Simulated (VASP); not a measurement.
**Pb: single point with PBE**

The system is Pb.

```
Pb
1.0
     0.00000    2.53154    2.59329
     2.53154    0.00000    2.59329
     2.53154    2.53154    0.00000
Pb
1
Direct
  0.00000 0.00000 0.00000
```

This cell differs from its parent crystal: strain +0.025 along x and y, +0.050 along z.

```yaml
Program: VASP 6.6.1
Task: single point
Functional: PBE
Potentials_or_basis: VASP PAW PBE potentials, release 64 (Pb_d)
Cutoff: 520 eV
k_mesh: 16 × 16 × 16
Occupations: gaussian, width 0.15 eV
Spin: no spin polarisation
Dipole_correction: no
Further_INCAR_settings: ALGO = Fast; EDIFF = 1e-06; NBANDS = 13
```

```yaml
Pressure: -1.5 GPa
Band_gap_on_the_k_mesh: zero (bands 7 and 8 overlap by 8.28 eV)
```

Stress tensor (GPa, compression positive):
```
-1.38  0.00  0.00
 0.00 -1.38  0.00
 0.00  0.00 -1.63
```

Levels at points of the mesh, in eV from the Fermi level:
```
           k point  band 5  band 6  band 7  band 8  band 9  band 10
(0.00, 0.00, 0.00)  -16.95  -11.21    6.66    6.66    6.68     9.65
(0.50, 0.00, 0.00)  -16.86   -8.10   -3.81    4.85    5.22     8.61
(0.50, 0.50, 0.00)  -16.84   -7.05   -3.08    2.08    2.08     5.24
(0.50, 0.00, 0.50)  -16.82   -6.82   -2.91    1.74    1.89     5.01
```

Wall time 4 min on 1 thread of Intel Xeon 8259CL, with other jobs on the host, peak memory 0.26 GiB.

Caveat: the cell differs from its parent crystal (strain +0.025 along x and y, +0.050 along z); spin-orbit coupling is left out, which moves the levels of the heavy elements.
